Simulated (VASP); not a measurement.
Write the native input for VASP 6.6.1 that does the following.

```yaml
Task: single point
Functional: LDA
Potentials_or_basis: VASP PAW LDA potentials, release 64 (Ca_sv, Mg)
Cutoff: 520 eV
k_mesh: 12 × 12 × 12
Occupations: gaussian, width 0.15 eV
Spin: no spin polarisation
Dipole_correction: no
Further_INCAR_settings: ALGO = Normal; EDIFF = 1e-06; NBANDS = 13
```

The structure of CaMg lies in POSCAR:

```
CaMg
1.0
    3.7618148612      0.0000000000      0.0000000000
    0.0000000000      3.7618148612      0.0000000000
    0.0000000000      0.0000000000      3.7618148612
Ca Mg
1 1
Direct
    0.0171011642      0.0000000000      0.0000000000
    0.4718008451      0.5000000000      0.5000000000
```

This cell differs from its parent crystal: atoms displaced along a vibrational mode, the cell strained.

One way to write it, as run:

INCAR

```
SYSTEM = CaMg
  PREC = Accurate
  ENCUT = 520
  EDIFF = 1E-6
  ISMEAR = 0
  SIGMA = 0.15
  LREAL = .False.
  LASPH = .True.
  NELM = 60
  ALGO = Normal
  ISIF = 2
  LWAVE = .False.
  LCHARG = .True.
  LELF = .True.
  LVHAR = .True.
  NBANDS = 13
```

KPOINTS

```
regular mesh
0
Gamma
  12 12 12
  0 0 0
```

Potentials or basis: VASP PAW LDA potentials, release 64 (Ca_sv, Mg).

Launch:

```bash
$ cat potpaw_LDA.64/Ca_sv/POTCAR potpaw_LDA.64/Mg/POTCAR > POTCAR
$ mpirun -np 1 vasp_std > vasp.out
```

It gave:

```json
{
  "Pressure": "2.7 GPa",
  "Largest force": "0.522 eV/Å",
  "Band gap on the k mesh": "zero (bands 6 and 7 overlap by 1.33 eV)"
}
```

Caveat: the cell differs from its parent crystal (atoms displaced along a vibrational mode, the cell strained).

It took 37 s on 1 thread of Intel(R) Xeon(R) 6975P-C (Granite Rapids), on a shared host, peak memory 0.26 GiB.
